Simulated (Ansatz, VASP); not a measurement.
# Two plane-wave programs on Sc

```
Sc
1.0
     3.27749    0.00000    0.00000
    -1.63874    2.83839    0.00000
     0.00000    0.00000    5.08212
Sc
2
Cartesian
  0.0000 1.8923 1.2705
  1.6387 0.9461 3.8116
```

Alike in both runs: functional PBEsol; k mesh 24 × 24 × 12; occupations gaussian, width 0.1 eV; no spin polarisation.

Ansatz relaxed the structure, and its values are those at the end. VASP's run is a single point on that final structure, the one shown.

|  | VASP | Ansatz |
| --- | --- | --- |
| version | VASP 6.6.1 | Ansatz 0.2.0 |
| potentials or method | VASP PAW PBE potentials, release 64 (Sc_sv) | scalar-relativistic, plane waves, PAW |
| plane-wave cutoff (eV) | 520 | 420 |
| valence electrons in the cell | 22 | 22 |

|  | VASP | Ansatz | Ansatz less VASP |
| --- | --- | --- | --- |
| gap on the k mesh at the Fermi level (eV) | none | none | - |
| pressure (GPa) | 0.0 | 0.0 | 0.00 |

VASP's potentials were made for PBE, not for PBEsol. A gap of «none» marks a metal or a gap that the smearing closes. With one functional, cell and mesh, what is left measures potentials, basis and numerics.
